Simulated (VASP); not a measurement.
# Co (Fd-3m) in VASP: further runs

Runs on Co. Level: RPBE. Tasks: single point.

All numbers are computed with VASP 6.6.1; they aren't measurements. Logs are shortened: lines on timing, memory, paths and dates and some standing lists are left out, and cuts for length are marked.

## Step 1: The cell of the first run

It takes space group Fd-3m (No. 227, cubic). Conventional cell: a = 5.207 Å, b = 5.207 Å, c = 5.207 Å, α = 90.00°, β = 90.00°, γ = 90.00°. Within 3.0 Å of Co (site symmetry -43m) lie 4 Co at 2.25 Å.

This isn't the form of Co at room conditions, which is hcp.

## Step 2: Single point, RPBE, collinear spin, ferromagnetic start (17.64 Å³/atom)

File INCAR:

```
SYSTEM = Co
ALGO     = Normal         ! electronic algorithm
EDIFF    = 1E-6           ! SCF threshold, eV
ENCUT    = 520            ! plane-wave cutoff, eV
GGA      = RP             ! functional
ISIF     = 2              ! what is computed and relaxed
ISMEAR   = -1             ! smearing method
ISPIN    = 2              ! spin polarisation
LASPH    = .TRUE.         ! aspherical terms in the spheres
LCHARG   = .TRUE.         ! write CHGCAR
LELF     = .TRUE.         ! ELF
LMAXMIX  = 4              ! l up to which the mixer works
LORBIT   = 11             ! projections on sites
LREAL    = .FALSE.        ! projectors in reciprocal space
LVHAR    = .TRUE.       
LWAVE    = .FALSE.        ! write WAVECAR
MAGMOM   = 1.79 1.79      ! initial moments
NBANDS   = 20             ! bands
NELM     = 150            ! most SCF steps
PREC     = Accurate       ! precision mode
SIGMA    = 0.05           ! smearing width, eV
```

File KPOINTS:

```
k-points
0
G
  12 12 12
  0 0 0
```

File POSCAR:

```
Co
1.0
    0.0000000000      2.6033407382      2.6033407382
    2.6033407382      0.0000000000      2.6033407382
    2.6033407382      2.6033407382      0.0000000000
Co
2
Direct
    0.1250000000      0.1250000000      0.1250000000
    0.8750000000      0.8750000000      0.8750000000
```

Potentials or basis: VASP PAW PBE potentials, release 64 (Co).

Command:

```
cat potpaw_PBE.64/Co/POTCAR > POTCAR
mpirun -np 1 vasp_std > vasp.out
```

OUTCAR:

```text
SYSTEM = Co
   EDIFF = 1E-6
   ENCUT = 520
   GGA = RP
   ISIF = 2
   ISMEAR = -1
   ISPIN = 2
   LASPH = .TRUE.
   LORBIT = 11
   LREAL = .FALSE.
   NELM = 150
   PREC = Accurate

 ion  position               nearest neighbor table
   1  0.125  0.125  0.125-   2 2.25   2 2.25   2 2.25   2 2.25
   2  0.875  0.875  0.875-   1 2.25   1 2.25   1 2.25   1 2.25

  LATTYP: Found a face centered cubic cell.
 ALAT       =     5.2066814764

  Lattice vectors:

 A1 = (   0.0000000000,   2.6033407382,   2.6033407382)
 A2 = (   2.6033407382,   0.0000000000,   2.6033407382)
 A3 = (   2.6033407382,   2.6033407382,   0.0000000000)

Analysis of symmetry for initial positions (statically):
=====================================================================
 Subroutine PRICEL returns:
 Original cell was already a primitive cell.

 Routine SETGRP: Setting up the symmetry group for a
 face centered cubic supercell.

 Subroutine GETGRP returns: Found 48 space group operations
 (whereof 12 operations were pure point group operations)
 out of a pool of 48 trial point group operations.

The static configuration has the point symmetry D_3d.
 The point group associated with its full space group is O_h .

Analysis of symmetry for dynamics (positions and initial velocities):
=====================================================================
 Subroutine PRICEL returns:
 Original cell was already a primitive cell.

 Routine SETGRP: Setting up the symmetry group for a
 face centered cubic supercell.

 Subroutine GETGRP returns: Found 48 space group operations
 (whereof 12 operations were pure point group operations)
 out of a pool of 48 trial point group operations.

The dynamic configuration has the point symmetry D_3d.
 The point group associated with its full space group is O_h .

Analysis of structural, dynamic, and magnetic symmetry:
=====================================================================
 Subroutine PRICEL returns:
 Original cell was already a primitive cell.

 Routine SETGRP: Setting up the symmetry group for a
 face centered cubic supercell.

 Subroutine GETGRP returns: Found 48 space group operations
 (whereof 12 operations were pure point group operations)
 out of a pool of 48 trial point group operations.

The overall configuration has the point symmetry D_3d.
 The point group associated with its full space group is O_h .

 Subroutine INISYM returns: Found 48 space group operations
 (whereof 12 operations are pure point group operations),
 and found     1 'primitive' translations

----------------------------------------------------------------------------------------

                                     Primitive cell

  volume of cell :      35.2877

  direct lattice vectors                    reciprocal lattice vectors
     0.000000000  2.603340738  2.603340738    -0.192060913  0.192060913  0.192060913
     2.603340738  0.000000000  2.603340738     0.192060913 -0.192060913  0.192060913
     2.603340738  2.603340738  0.000000000     0.192060913  0.192060913 -0.192060913

  length of vectors
     3.681679779  3.681679779  3.681679779     0.332659260  0.332659260  0.332659260

  position of ions in fractional coordinates (direct lattice)
     0.125000000  0.125000000  0.125000000
     0.875000000  0.875000000  0.875000000

  ion indices of the primitive-cell ions
   primitive index   ion index
                 1           1
                 2           2

----------------------------------------------------------------------------------------

 KPOINTS: k-points

Automatic generation of k-mesh.
 Grid dimensions read from file:
 generate k-points for:   12   12   12

 Generating k-lattice:

  Cartesian coordinates                     Fractional coordinates (reciprocal lattice)
    -0.016005076  0.016005076  0.016005076     0.083333333  0.000000000  0.000000000
     0.016005076 -0.016005076  0.016005076     0.000000000  0.083333333  0.000000000
     0.016005076  0.016005076 -0.016005076     0.000000000  0.000000000  0.083333333

  Length of vectors
     0.027721605  0.027721605  0.027721605

  Shift w.r.t. Gamma in fractional coordinates (k-lattice)
     0.000000000  0.000000000  0.000000000

 Subroutine IBZKPT returns following result:
 ===========================================

 Found     72 irreducible k-points:

 Following reciprocal coordinates:
            Coordinates               Weight
  0.000000  0.000000  0.000000      1.000000
  0.083333  0.000000  0.000000      8.000000
  0.166667  0.000000  0.000000      8.000000
  0.250000  0.000000  0.000000      8.000000
  0.333333  0.000000  0.000000      8.000000
  0.416667  0.000000  0.000000      8.000000
[... 16 lines left out ...]
  0.500000  0.166667  0.000000     24.000000
 -0.416667  0.166667  0.000000     24.000000
 [... further k-points ...]
   k-points           NKPTS =     72   k-points in BZ     NKDIM =     72   number of bands    NBANDS=     20
   number of dos      NEDOS =    301   number of ions     NIONS =      2
   total plane-waves  NPLWV =  21952
   dimension x,y,z NGX =    28 NGY =   28 NGZ =   28
   dimension x,y,z NGXF=    56 NGYF=   56 NGZF=   56
   ions per type =               2
   NGX,Y,Z   is equivalent  to a cutoff of  12.64, 12.64, 12.64 a.u.
   NGXF,Y,Z  is equivalent  to a cutoff of  25.29, 25.29, 25.29 a.u.
 SYSTEM =  Co
   PREC   = accura    normal or accurate (medium, high low for compatibility)
   ISTART =      0    job   : 0-new  1-cont  2-samecut
   ICHARG =      2    charge: 1-file 2-atom 10-const
   ISPIN  =      2    spin polarized calculation?
   LNONCOLLINEAR =      F non collinear calculations
   LSORBIT =      F    spin-orbit coupling
   LASPH  =      T    aspherical Exc in radial PAW
   ENCUT  =  520.0 eV  38.22 Ry    6.18 a.u.   6.85  6.85  6.85*2*pi/ulx,y,z
   NELM   =    150;   NELMIN=  2; NELMDL= -5     # of ELM steps
   EDIFF  = 0.1E-05   stopping-criterion for ELM
   LREAL  =      F    real-space projection
   EDIFFG = 0.1E-04   stopping-criterion for IOM
   NSW    =      0    number of steps for IOM
   IBRION =     -1    ionic relax: 0-MD 1-quasi-New 2-CG
   NFREE  =      0    steps in history (QN), initial steepest desc. (CG)
   ISIF   =      2    stress and relaxation
   ISYM   =      2    0-nonsym 1-usesym 2-fastsym
   POTIM  = 0.5000    time-step for ionic-motion
   TEBEG  =    0.0;   TEEND  =   0.0 temperature during run
   PSTRESS=    0.0 pullay stress
   NELECT =      18.0000    total number of electrons
   NUPDOWN=      -1.0000    fix difference up-down
   EMIN   =  10.00;   EMAX   =-10.00  energy-range for DOS
   EFERMI =   0.00;   METHOD = LEGACY
   ISMEAR =    -1;   SIGMA  =   0.05  broadening in eV -4-tet -1-fermi 0-gaus
   EFERMI_NEDOS =   21; number of points for ismear=-14 and -15
   IALGO  =     38    algorithm
   IMIX   =      4    mixing-type and parameters
     AMIX     =   0.40;   BMIX     =  1.00
     AMIX_MAG =   1.60;   BMIX_MAG =  1.00
  volume/ion in A,a.u.               =      17.64       119.07
  Fermi-wavevector in a.u.,A,eV,Ry     =   1.308051  2.471858 23.279531  1.710997
  Thomas-Fermi vector in A             =   2.438744
   LORBIT       =     11    0 simple, 1 ext, 2 COOP (PROOUT), +10 PAW based schemes
   GGA     = RP    functional components
   LHFCALC =     F    Hartree Fock is set to
   AEXX    =    0.0000 exact exchange contribution
   IVDW    =     0    specifies the selected vdW correction
   LEPSILON=     F    determine dielectric tensor
   LRPA    =     F    only Hartree local field effects (RPA)
 spin polarized calculation
  energy-cutoff  :      520.00
  volume of cell :       35.29
 maximum number of plane-waves:       962
   NGX = 13   NGY = 13   NGZ = 13

 number of electron      18.0000004 magnetization       3.5157688

 Free energy of the ion-electron system (eV)
  ---------------------------------------------------
  ext. energy  EPLUGINS =         0.00000000
  ---------------------------------------------------
  free energy    TOTEN  =       -10.58688251 eV

  energy without entropy =      -10.57041425  energy(sigma->0) =      -10.57864838

 E-fermi :   4.7789     XC(G=0): -10.3569

 val. band max:        4.7713954285   @ k =  -0.0833   0.0833   0.0000
 cond. band min:       4.7847934110   @ k =  -0.4167   0.3333   0.0000
 fundamental gap:      0.0133979826
 Fermi energy:         4.7788951504

 spin component 1

 k-point     1 :       0.0000    0.0000    0.0000
  band No.  band energies     occupation
      1      -1.3283      1.00000
      2       1.5239      1.00000
      3       1.5239      1.00000
      4       1.7107      1.00000
      5       1.7107      1.00000
      6       1.7107      1.00000
[... 12 lines left out ...]
     19      19.0960      0.00000
     20      21.1696      0.00000
[... 507 lines left out ...]
 k-point    24 :      -0.4167    0.1667    0.0000
  band No.  band energies     occupation
      1       1.2539      1.00000
      2       1.5120      1.00000
      3       1.5155      1.00000
      4       1.6710      1.00000
      5       1.9953      1.00000
      6       2.0530      1.00000
[... 12 lines left out ...]
     19      23.0656      0.00000
     20      23.4414      0.00000

 [... further k-points ...]

 spin component 2

 k-point     1 :       0.0000    0.0000    0.0000
  band No.  band energies     occupation
      1      -1.3050      1.00000
      2       3.2091      1.00000
      3       3.2091      1.00000
      4       3.2091      1.00000
      5       3.2928      1.00000
      6       3.2928      1.00000
[... 12 lines left out ...]
     19      19.0258      0.00000
     20      21.0752      0.00000
[... 507 lines left out ...]
 k-point    24 :      -0.4167    0.1667    0.0000
  band No.  band energies     occupation
      1       1.9845      1.00000
      2       2.7661      1.00000
      3       3.1244      1.00000
      4       3.2277      1.00000
      5       3.4787      1.00000
      6       3.7506      1.00000
[... 12 lines left out ...]
     19      23.2558      0.00000
     20      23.5849      0.00000

 [... further k-points ...]

------------------------ aborting loop because EDIFF is reached ----------------------------------------

  FORCE on cell =-STRESS in cart. coord.  units (eV):
  Direction    XX          YY          ZZ          XY          YZ          ZX
  --------------------------------------------------------------------------------------
  -------------------------------------------------------------------------------------
  Total       -0.8016376     -0.8016376     -0.8016376     -0.0000000     -0.0000000     -0.0000000
  in kB      -36.3970010    -36.3970010    -36.3970010     -0.0000000     -0.0000000     -0.0000000
  external PRESSURE =     -36.3970010 kB  Pullay stress =       0.0000000 kB

 VOLUME and BASIS-vectors are now :
 -----------------------------------------------------------------------------
  energy-cutoff  :      520.00
  volume of cell :       35.29
      direct lattice vectors                 reciprocal lattice vectors
     0.000000000  2.603340738  2.603340738    -0.192060913  0.192060913  0.192060913
     2.603340738  0.000000000  2.603340738     0.192060913 -0.192060913  0.192060913
     2.603340738  2.603340738  0.000000000     0.192060913  0.192060913 -0.192060913

 POSITION                                       TOTAL-FORCE (eV/Angst)
 -----------------------------------------------------------------------------------
      0.65084      0.65084      0.65084         0.000000     -0.000000      0.000000
      4.55585      4.55585      4.55585        -0.000000      0.000000     -0.000000
 -----------------------------------------------------------------------------------
    total drift:                                0.000000      0.000000     -0.000000

  FREE ENERGIE OF THE ION-ELECTRON SYSTEM (eV)
  ---------------------------------------------------
  free  energy   TOTEN  =       -10.5868825091 eV

  energy  without entropy=      -10.5704142529  energy(sigma->0) =      -10.57864838

 total charge

# of ion       s       p       d       tot
------------------------------------------
    1        0.510   0.310   7.275   8.094
    2        0.510   0.310   7.275   8.094
--------------------------------------------------
tot          1.020   0.620  14.549  16.189

 magnetization (x)

# of ion       s       p       d       tot
------------------------------------------
    1       -0.031  -0.021   1.823   1.771
    2       -0.031  -0.021   1.823   1.771
--------------------------------------------------
tot         -0.062  -0.043   3.646   3.542
```

Run time: 2.6 min. Hardware: 1 thread of Intel Xeon 8259CL, shared host; peak memory 0.22 GiB.

Results:

```yaml
Free_energy: -10.5869 eV
Pressure: -3.6 GPa
Net_moment: 3.52 μB per cell
Site_moments: Co +1.77 μB
Valence_electrons_inside_the_program's_atomic_spheres: Co 8.09
```

Caveat: the cell stands under tension; the PAW data sets were made with another functional, which shifts forces and pressure a little.

## Step 3: Single point, RPBE, collinear spin, ferromagnetic start (18.32 Å³/atom)

This run uses another cell than the first one, of 18.32 Å³/atom.

File INCAR:

```
PREC     = Accurate       # precision mode
ENCUT    = 520            # plane-wave cutoff, eV
EDIFF    = 1E-6           # SCF threshold, eV
ISMEAR   = -1             # smearing method
SIGMA    = 0.05           # smearing width, eV
LREAL    = F              # projectors in reciprocal space
LASPH    = T              # aspherical terms in the spheres
NELM     = 150            # most SCF steps
ALGO     = Normal         # electronic algorithm
ISIF     = 2              # what is computed and relaxed
LWAVE    = F              # write WAVECAR
LCHARG   = T              # write CHGCAR
ISPIN    = 2              # spin polarisation
MAGMOM   = 1.79 1.79      # initial moments
LORBIT   = 11             # projections on sites
LMAXMIX  = 4              # l up to which the mixer works
GGA      = RP             # functional
LELF     = T              # ELF
LVHAR    = T            
NBANDS   = 20             # bands
```

File KPOINTS:

```
Automatic mesh
0
Gamma
  12 12 12
```

File POSCAR:

```
Co
1.0
    0.0000000000      2.6362979171      2.6362979171
    2.6362979171      0.0000000000      2.6362979171
    2.6362979171      2.6362979171      0.0000000000
Co
2
Direct
    0.1250000000      0.1250000000      0.1250000000
    0.8750000000      0.8750000000      0.8750000000
```

Potentials or basis: VASP PAW PBE potentials, release 64 (Co).

Command:

```
cat potpaw_PBE.64/Co/POTCAR > POTCAR
mpirun -np 1 vasp_std > vasp.out
```

It took 2.3 min on 1 thread of Intel Xeon 8259CL, shared host; peak memory 0.22 GiB.

It converged, with:

```
Free energy                                           : -10.5453 eV
Pressure                                              : -6.1 GPa
Net moment                                            : 3.54 μB per cell
Site moments                                          : Co +1.79 μB
Valence electrons inside the program's atomic spheres : Co 8.05
```

Levels at points of the mesh, in eV from the Fermi level:
Spin up:
```
           k point  band 7  band 8  band 9  band 10  band 11  band 12  band 13  band 14  band 15  band 16
(0.00, 0.00, 0.00)   -1.68   -1.68   -1.68    -0.94    -0.94    11.07    11.07    11.07    11.60    11.60
(0.50, 0.00, 0.00)   -1.50   -1.50   -1.16    -0.95    -0.95     0.33     8.09     8.09    11.62    11.93
(0.50, 0.50, 0.00)   -2.02   -2.02   -0.82    -0.82     0.91     0.91     4.33     4.33     8.81     8.81
```
Spin down:
```
           k point  band 3  band 4  band 5  band 6  band 7  band 8  band 9  band 10  band 11  band 12
(0.00, 0.00, 0.00)   -1.50   -1.50   -1.40   -1.40    0.04    0.04    0.04     1.26     1.26    11.45
(0.50, 0.00, 0.00)   -1.44   -1.44   -1.34   -1.34   -1.08    0.51    0.51     1.00     1.00     1.86
(0.50, 0.50, 0.00)   -1.38   -1.38   -1.37   -1.37   -0.02   -0.02    1.12     1.12     2.16     2.16
```

Caveat: the cell stands under tension; the PAW data sets were made with another functional, which shifts forces and pressure a little.
